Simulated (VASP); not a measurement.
# RbBr in VASP: a series of runs, part 2 of 2

VASP 6.6.1. The steps go on from the part before.

## (3) Single point, PBE

This run uses another cell than the first one, of 629.13 Å³/atom, 1.373 times its volume.

File INCAR:

```
SYSTEM = RbBr
ALGO = Normal
DIPOL = 0.5 0.5 0.294
EDIFF = 1E-7
ENCUT = 520
GGA = PE
IDIPOL = 3
ISIF = 2
ISMEAR = 0
LASPH = .True.
LCHARG = .False.
LDIPOL = .True.
LREAL = .False.
LWAVE = .False.
NBANDS = 15
NELM = 100
PREC = Accurate
SIGMA = 0.02
```

File KPOINTS:

```
k-points
0
Gamma
  4 4 1
  0 0 0
```

File POSCAR:

```
RbBr
1.0
    8.3219162470      0.0000000000      0.0000000000
    0.0000000000      6.3528643039      0.0000000000
    0.0000000000      0.0000000000     23.8000000000
Rb Br
1 1
Direct
    0.0000000000      0.0000000000      0.2941176471
    0.0000000000      0.5000000000      0.2941176471
```

Potentials or basis: VASP PAW PBE potentials, release 64 (Rb_sv, Br).

Run with:

```
cat potpaw_PBE.64/Rb_sv/POTCAR potpaw_PBE.64/Br/POTCAR > POTCAR
mpirun -np 1 vasp_std > vasp.out
```

OUTCAR:

```text
SYSTEM = RbBr
   EDIFF = 1E-7
   ENCUT = 520
   GGA = PE
   ISIF = 2
   ISMEAR = 0
   LASPH = .True.
   LREAL = .False.
   NELM = 100
   PREC = Accurate

 ion  position               nearest neighbor table
   1  0.000  0.000  0.294-   2 3.18   2 3.18
   2  0.000  0.500  0.294-   1 3.18   1 3.18

  LATTYP: Found a simple orthorhombic cell.
 ALAT       =     6.3528643039
 B/A-ratio  =     1.3099471119
 C/A-ratio  =     3.7463416282

  Lattice vectors:

 A1 = (   0.0000000000,  -6.3528643039,   0.0000000000)
 A2 = (   8.3219162470,   0.0000000000,   0.0000000000)
 A3 = (   0.0000000000,   0.0000000000,  23.8000000000)

Analysis of symmetry for initial positions (statically):
=====================================================================
 Subroutine PRICEL returns:
 Original cell was already a primitive cell.

 Routine SETGRP: Setting up the symmetry group for a
 simple orthorhombic supercell.

 Subroutine GETGRP returns: Found  8 space group operations
 (whereof  4 operations were pure point group operations)
 out of a pool of  8 trial point group operations.

The static configuration has the point symmetry C_2v.
 The point group associated with its full space group is D_2h.

Analysis of symmetry for dynamics (positions and initial velocities):
=====================================================================
 Subroutine PRICEL returns:
 Original cell was already a primitive cell.

 Routine SETGRP: Setting up the symmetry group for a
 simple orthorhombic supercell.

 Subroutine GETGRP returns: Found  8 space group operations
 (whereof  4 operations were pure point group operations)
 out of a pool of  8 trial point group operations.

The dynamic configuration has the point symmetry C_2v.
 The point group associated with its full space group is D_2h.

 Subroutine INISYM returns: Found  8 space group operations
 (whereof  4 operations are pure point group operations),
 and found     1 'primitive' translations

----------------------------------------------------------------------------------------

                                     Primitive cell

  volume of cell :    1258.2585

  direct lattice vectors                    reciprocal lattice vectors
     8.321916247  0.000000000  0.000000000     0.120164632  0.000000000  0.000000000
     0.000000000  6.352864304  0.000000000     0.000000000  0.157409312  0.000000000
     0.000000000  0.000000000 23.800000000     0.000000000  0.000000000  0.042016807

  length of vectors
     8.321916247  6.352864304 23.800000000     0.120164632  0.157409312  0.042016807

  position of ions in fractional coordinates (direct lattice)
     0.000000000  0.000000000  0.294117647
     0.000000000  0.500000000  0.294117647

  ion indices of the primitive-cell ions
   primitive index   ion index
                 1           1
                 2           2

----------------------------------------------------------------------------------------

 KPOINTS: k-points

Automatic generation of k-mesh.
 Grid dimensions read from file:
 generate k-points for:    4    4    1

 Generating k-lattice:

  Cartesian coordinates                     Fractional coordinates (reciprocal lattice)
[... 32 lines left out ...]
   NGX,Y,Z   is equivalent  to a cutoff of  12.79, 12.56, 12.57 a.u.
   NGXF,Y,Z  is equivalent  to a cutoff of  25.57, 25.12, 25.15 a.u.
 SYSTEM =  RbBr
   PREC   = accura    normal or accurate (medium, high low for compatibility)
   ISTART =      0    job   : 0-new  1-cont  2-samecut
   ICHARG =      2    charge: 1-file 2-atom 10-const
   ISPIN  =      1    spin polarized calculation?
   LNONCOLLINEAR =      F non collinear calculations
   LSORBIT =      F    spin-orbit coupling
   LASPH  =      T    aspherical Exc in radial PAW
   ENCUT  =  520.0 eV  38.22 Ry    6.18 a.u.  15.47 11.81 44.25*2*pi/ulx,y,z
   NELM   =    100;   NELMIN=  2; NELMDL= -5     # of ELM steps
   EDIFF  = 0.1E-06   stopping-criterion for ELM
   LREAL  =      F    real-space projection
   EDIFFG = 0.1E-05   stopping-criterion for IOM
   NSW    =      0    number of steps for IOM
   IBRION =     -1    ionic relax: 0-MD 1-quasi-New 2-CG
   NFREE  =      0    steps in history (QN), initial steepest desc. (CG)
   ISIF   =      2    stress and relaxation
   ISYM   =      2    0-nonsym 1-usesym 2-fastsym
   POTIM  = 0.5000    time-step for ionic-motion
   TEBEG  =    0.0;   TEEND  =   0.0 temperature during run
   PSTRESS=    0.0 pullay stress
   NELECT =      16.0000    total number of electrons
   NUPDOWN=      -1.0000    fix difference up-down
   EMIN   =  10.00;   EMAX   =-10.00  energy-range for DOS
   EFERMI =   0.00;   METHOD = LEGACY
   ISMEAR =     0;   SIGMA  =   0.02  broadening in eV -4-tet -1-fermi 0-gaus
   EFERMI_NEDOS =   21; number of points for ismear=-14 and -15
   IALGO  =     38    algorithm
   IMIX   =      4    mixing-type and parameters
     AMIX     =   0.40;   BMIX     =  1.00
     AMIX_MAG =   1.60;   BMIX_MAG =  1.00
  volume/ion in A,a.u.               =     629.13      4245.57
  Fermi-wavevector in a.u.,A,eV,Ry     =   0.382113  0.722088  1.986589  0.146010
  Thomas-Fermi vector in A             =   1.318104
   LORBIT       =      0    0 simple, 1 ext, 2 COOP (PROOUT), +10 PAW based schemes
   GGA     = PE    functional components
   LHFCALC =     F    Hartree Fock is set to
   AEXX    =    0.0000 exact exchange contribution
   IVDW    =     0    specifies the selected vdW correction
   LEPSILON=     F    determine dielectric tensor
   LRPA    =     F    only Hartree local field effects (RPA)
 non-spin polarized calculation
 Gauss-broadening in eV      SIGMA  =   0.02
  energy-cutoff  :      520.00
  volume of cell :     1258.26
 maximum number of plane-waves:     33924
 NGX is ok and might be reduce to    64
   NGX = 31   NGY = 23   NGZ = 89

 dipolmoment           0.000000      0.000000      0.000003 electrons x Angstroem

 number of electron      16.0000000 magnetization

 dipolmoment           0.000000      0.000000     -0.000001 electrons x Angstroem

 Free energy of the ion-electron system (eV)
  ---------------------------------------------------
  ext. energy  EPLUGINS =         0.00000000
  ---------------------------------------------------
  free energy    TOTEN  =        -5.27789824 eV

  energy without entropy =       -5.27789824  energy(sigma->0) =       -5.27789824

 E-fermi :  -4.9412     XC(G=0):  -0.8552

 val. band max:       -5.1107459278   @ k =   0.0000   0.0000   0.0000
 cond. band min:      -1.1612058952   @ k =   0.0000   0.0000   0.0000
 fundamental gap:      3.9495400326
 Fermi energy:        -4.9412199719

 k-point     1 :       0.0000    0.0000    0.0000
  band No.  band energies     occupation
      1     -30.9507      2.00000
      2     -17.0006      2.00000
      3     -15.1225      2.00000
      4     -15.1218      2.00000
      5     -14.9663      2.00000
      6      -5.1273      2.00000
      7      -5.1158      2.00000
      8      -5.1107      2.00000
      9      -1.1612      0.00000
     10       0.0743      0.00000
     11       0.3045      0.00000
     12       0.7342      0.00000
     13       0.9253      0.00000
     14       1.1294      0.00000
[... 131 lines left out ...]
      2     -17.1476      2.00000
      3     -15.1213      2.00000
      4     -15.1205      2.00000
      5     -14.6801      2.00000
      6      -5.8031      2.00000
      7      -5.1701      2.00000
      8      -5.1682      2.00000
      9      -0.1646      0.00000
     10       0.4672      0.00000
     11       0.8984      0.00000
     12       0.9232      0.00000
     13       1.0619      0.00000
     14       1.2107      0.00000
     15       1.4969      0.00000

------------------------ aborting loop because EDIFF is reached ----------------------------------------

 vacuum level on the upper side and lower side of the slab       (xc-potential included)        -0.053        -0.054

  FORCE on cell =-STRESS in cart. coord.  units (eV):
  Direction    XX          YY          ZZ          XY          YZ          ZX
  --------------------------------------------------------------------------------------
  -------------------------------------------------------------------------------------
  Total        0.0259851      0.0268915     -0.0022382      0.0000000      0.0000000      0.0000000
  in kB        0.0330876      0.0342418     -0.0028499      0.0000000      0.0000000      0.0000000
  external PRESSURE =       0.0214931 kB  Pullay stress =       0.0000000 kB

 VOLUME and BASIS-vectors are now :
 -----------------------------------------------------------------------------
  energy-cutoff  :      520.00
  volume of cell :     1258.26
      direct lattice vectors                 reciprocal lattice vectors
     8.321916247  0.000000000  0.000000000     0.120164632  0.000000000  0.000000000
     0.000000000  6.352864304  0.000000000     0.000000000  0.157409312  0.000000000
     0.000000000  0.000000000 23.800000000     0.000000000  0.000000000  0.042016807

 POSITION                                       TOTAL-FORCE (eV/Angst)
 -----------------------------------------------------------------------------------
      0.00000      0.00000      7.00000         0.000000      0.000000     -0.000000
      0.00000      3.17643      7.00000         0.000000      0.000000      0.000000
 -----------------------------------------------------------------------------------
    total drift:                                0.000000      0.000000     -0.000009

  FREE ENERGIE OF THE ION-ELECTRON SYSTEM (eV)
  ---------------------------------------------------
  free  energy   TOTEN  =        -5.2778982365 eV

  energy  without entropy=       -5.2778982365  energy(sigma->0) =       -5.27789824

 vacuum level on the upper side and lower side of the slab         0.231         0.230
```

OSZICAR:

```text
N       E                     dE             d eps       ncg     rms          rms(c)
DAV:   1     0.100194139117E+03    0.10019E+03   -0.41808E+03   358   0.586E+02
DAV:   2     0.178984891483E+02   -0.82296E+02   -0.72676E+02   407   0.110E+02
DAV:   3    -0.475215838775E+01   -0.22651E+02   -0.22554E+02   313   0.593E+01
[... 16 lines left out ...]
DAV:  20    -0.527789536514E+01   -0.44239E-05   -0.41205E-07   305   0.212E-03    0.212E-04
DAV:  21    -0.527789725014E+01   -0.18850E-05   -0.83851E-08   261   0.980E-04    0.134E-04
DAV:  22    -0.527789787635E+01   -0.62621E-06   -0.10948E-08   254   0.473E-04    0.480E-05
DAV:  23    -0.527789819586E+01   -0.31951E-06    0.11273E-09   240   0.314E-04    0.909E-05
DAV:  24    -0.527789823652E+01   -0.40661E-07    0.12002E-08   254   0.196E-04
   1 F= -.52778982E+01 E0= -.52778982E+01  d E =-.520260E-34
```

stdout:

```text
POSCAR found type information on POSCAR RbBr
 POSCAR found :  2 types and       2 ions
 scaLAPACK will be used
 LDA part: xc-table for (Slater+PW92), standard interpolation
 POSCAR, INCAR and KPOINTS ok, starting setup
 FFT: planning ... GRIDC
 FFT: planning ... GRID_SOFT
 FFT: planning ... GRID
 WAVECAR not read
 entering main loop
```

It took 12 min on 1 thread of AMD EPYC 7R43 (Zen 3), shared host; peak memory 1 GiB.

What came out:

* Free energy: -5.2779 eV
* Band gap on the k mesh: 3.95 eV, direct

## (4) Single point, PBE

This run uses another cell than the first one, of 629.13 Å³/atom, 1.373 times its volume.

File INCAR:

```
ALGO     = Normal         # electronic algorithm
DIPOL    = 0.5 0.5 0.294
EDIFF    = 1E-6           # SCF threshold, eV
ENCUT    = 520            # plane-wave cutoff, eV
GGA      = PE             # functional
IDIPOL   = 3            
ISIF     = 2              # what is computed and relaxed
ISMEAR   = 0              # smearing method
LASPH    = T              # aspherical terms in the spheres
LCHARG   = F              # write CHGCAR
LDIPOL   = T            
LREAL    = F              # projectors in reciprocal space
LWAVE    = F              # write WAVECAR
NBANDS   = 15             # bands
NELM     = 100            # most SCF steps
PREC     = Accurate       # precision mode
SIGMA    = 0.02           # smearing width, eV
```

File KPOINTS:

```
k-points
0
Gamma
  4 4 1
```

POSCAR is that of step 3.

Run with:

```
cat potpaw_PBE.64/Rb_sv/POTCAR potpaw_PBE.64/Br/POTCAR > POTCAR
mpirun -np 1 vasp_std > vasp.out
```

Run time: 11 min. Hardware: 1 thread of AMD EPYC 7R43 (Zen 3), shared host; peak memory 1 GiB.

It converged, with:

| Property | Result |
| --- | --- |
| Free energy | -5.2779 eV |
| Band gap on the k mesh | 3.95 eV, direct |

Levels at points of the mesh, in eV from the valence-band top:
```tsv
k point	band 5	band 6	band 7	band 8	band 9	band 10	band 11	band 12
(0.00, 0.00, 0.00)	-9.86	-0.02	-0.01	0.00	3.95	5.18	5.40	5.84
(0.50, 0.00, 0.00)	-9.86	-0.02	-0.01	0.00	4.29	5.10	5.58	5.63
(0.00, 0.50, 0.00)	-9.57	-0.69	-0.06	-0.05	4.65	5.46	5.77	6.19
(0.50, 0.50, 0.00)	-9.57	-0.69	-0.06	-0.06	4.95	5.58	6.01	6.03
```

## (5) Single point, PBE

This run uses another cell than the first one, of 629.13 Å³/atom, 1.373 times its volume.

File INCAR:

```
SYSTEM = RbBr
ALGO = Normal ; DIPOL = 0.5 0.5 0.294
EDIFF = 1E-6 ; ENCUT = 520
GGA = PE ; IDIPOL = 3
ISIF = 2 ; ISMEAR = 0
LASPH = .TRUE. ; LCHARG = .FALSE.
LDIPOL = .TRUE. ; LREAL = .FALSE.
LWAVE = .FALSE. ; NBANDS = 15
NELM = 100 ; PREC = Accurate
SIGMA = 0.02
```

File KPOINTS:

```
k-points
0
G
  4 4 1
  0 0 0
```

POSCAR is that of step 4.

Potentials or basis: VASP PAW PBE potentials, release 64 (Rb_sv, Br).

Run with:

```
cat potpaw_PBE.64/Rb_sv/POTCAR potpaw_PBE.64/Br/POTCAR > POTCAR
mpirun -np 1 vasp_std > vasp.out
```

OUTCAR:

```text
SYSTEM = RbBr
   EDIFF = 1E-6
   ENCUT = 520
   GGA = PE
   ISIF = 2
   ISMEAR = 0
   LASPH = .TRUE.
   LREAL = .FALSE.
   NELM = 100
   PREC = Accurate

 ion  position               nearest neighbor table
   1  0.000  0.000  0.294-   2 3.18   2 3.18
   2  0.000  0.500  0.294-   1 3.18   1 3.18

  LATTYP: Found a simple orthorhombic cell.
 ALAT       =     6.3528643039
 B/A-ratio  =     1.3099471119
 C/A-ratio  =     3.7463416282

  Lattice vectors:

 A1 = (   0.0000000000,  -6.3528643039,   0.0000000000)
 A2 = (   8.3219162470,   0.0000000000,   0.0000000000)
 A3 = (   0.0000000000,   0.0000000000,  23.8000000000)

Analysis of symmetry for initial positions (statically):
=====================================================================
 Subroutine PRICEL returns:
 Original cell was already a primitive cell.

 Routine SETGRP: Setting up the symmetry group for a
 simple orthorhombic supercell.

 Subroutine GETGRP returns: Found  8 space group operations
 (whereof  4 operations were pure point group operations)
[... 172 lines left out ...]
      9      -1.1613      0.00000
     10       0.0715      0.00000
     11       0.2908      0.00000
     12       0.7287      0.00000
     13       0.9157      0.00000
     14       1.1256      0.00000
[... 131 lines left out ...]
      2     -17.1475      2.00000
      3     -15.1213      2.00000
      4     -15.1205      2.00000
      5     -14.6801      2.00000
      6      -5.8031      2.00000
      7      -5.1701      2.00000
      8      -5.1681      2.00000
      9      -0.1648      0.00000
     10       0.4670      0.00000
     11       0.8978      0.00000
     12       0.9210      0.00000
     13       1.0631      0.00000
     14       1.2093      0.00000
     15       1.4939      0.00000

------------------------ aborting loop because EDIFF is reached ----------------------------------------

 vacuum level on the upper side and lower side of the slab       (xc-potential included)        -0.078        -0.078

  FORCE on cell =-STRESS in cart. coord.  units (eV):
  Direction    XX          YY          ZZ          XY          YZ          ZX
  --------------------------------------------------------------------------------------
  -------------------------------------------------------------------------------------
  Total        0.0259605      0.0268114     -0.0022876      0.0000000      0.0000000      0.0000000
  in kB        0.0330563      0.0341397     -0.0029129      0.0000000      0.0000000      0.0000000
  external PRESSURE =       0.0214277 kB  Pullay stress =       0.0000000 kB

 VOLUME and BASIS-vectors are now :
 -----------------------------------------------------------------------------
  energy-cutoff  :      520.00
  volume of cell :     1258.26
      direct lattice vectors                 reciprocal lattice vectors
     8.321916247  0.000000000  0.000000000     0.120164632  0.000000000  0.000000000
     0.000000000  6.352864304  0.000000000     0.000000000  0.157409312  0.000000000
     0.000000000  0.000000000 23.800000000     0.000000000  0.000000000  0.042016807

 POSITION                                       TOTAL-FORCE (eV/Angst)
 -----------------------------------------------------------------------------------
      0.00000      0.00000      7.00000         0.000000      0.000000     -0.000000
      0.00000      3.17643      7.00000         0.000000      0.000000      0.000000
 -----------------------------------------------------------------------------------
    total drift:                                0.000000      0.000000     -0.000013

  FREE ENERGIE OF THE ION-ELECTRON SYSTEM (eV)
  ---------------------------------------------------
  free  energy   TOTEN  =        -5.2778978291 eV

  energy  without entropy=       -5.2778978290  energy(sigma->0) =       -5.27789783

 vacuum level on the upper side and lower side of the slab         0.200         0.199
```

Run time: 9.3 min. Hardware: 1 thread of AMD EPYC 7R43 (Zen 3), shared host; peak memory 1 GiB.

What came out:

* Free energy: -5.2779 eV
* Band gap on the k mesh: 3.95 eV, direct

## (6) Single point, PBE

File INCAR:

```
PREC = Accurate
ENCUT = 520
EDIFF = 1E-6
ISMEAR = 0
SIGMA = 0.02
LREAL = F
LASPH = T
NELM = 100
ALGO = Normal
ISIF = 2
LWAVE = F
LCHARG = F
LDIPOL = T
IDIPOL = 3
DIPOL = 0.5 0.5 0.294
GGA = PE
NBANDS = 15
```

File KPOINTS:

```
regular mesh
0
Gamma
  4 4 1
```

File POSCAR:

```
RbBr
1.0
    6.0819222181      0.0000000000      0.0000000000
    0.0000000000      6.3303851192      0.0000000000
    0.0000000000      0.0000000000     23.8000000000
Rb Br
1 1
Direct
    0.0000000000      0.0000000000      0.2941176471
    0.0000000000      0.5000000000      0.2941176471
```

Potentials or basis: VASP PAW PBE potentials, release 64 (Rb_sv, Br).

Run with:

```
cat potpaw_PBE.64/Rb_sv/POTCAR potpaw_PBE.64/Br/POTCAR > POTCAR
mpirun -np 1 vasp_std > vasp.out
```

It took 5.8 min on 1 thread of AMD EPYC 7R43 (Zen 3), shared host; peak memory 0.82 GiB.

Results (log left out):

```
Free energy            : -5.2489 eV
Band gap on the k mesh : 3.60 eV, direct
```

Levels at points of the mesh, in eV from the valence-band top:
```tsv
k point	band 4	band 5	band 6	band 7	band 8	band 9	band 10	band 11	band 12	band 13
(0.00, 0.00, 0.00)	-10.10	-9.94	-0.08	-0.07	0.00	3.60	5.00	5.30	5.69	5.91
(0.50, 0.00, 0.00)	-10.10	-9.94	-0.10	-0.07	-0.06	4.66	5.17	5.50	5.93	6.35
(0.00, 0.50, 0.00)	-10.10	-9.64	-0.77	-0.13	-0.06	4.23	5.31	5.51	6.06	6.10
(0.50, 0.50, 0.00)	-10.10	-9.64	-0.76	-0.16	-0.11	5.29	5.31	6.05	6.29	6.43
```

## (7) The runs side by side

| cell | smearing | gap on the mesh (eV) |
| --- | --- | --- |
| a = 6.082, b = 6.330, c = 23.800 Å, 2 atoms | gaussian 0.1 eV | 3.60 |
| a = 8.322, b = 6.353, c = 23.800 Å, 2 atoms | gaussian 0.02 eV | 3.95 |
| a = 6.082, b = 6.330, c = 23.800 Å, 2 atoms | gaussian 0.02 eV | 3.60 |

Alike in all rows: task single point; level PBE; potentials or basis VASP PAW PBE potentials, release 64 (Rb_sv, Br); no spin polarisation; k mesh 4 × 4 × 1; cutoff (eV) 520.

Absolute energies hang on the potentials; compare differences alone.
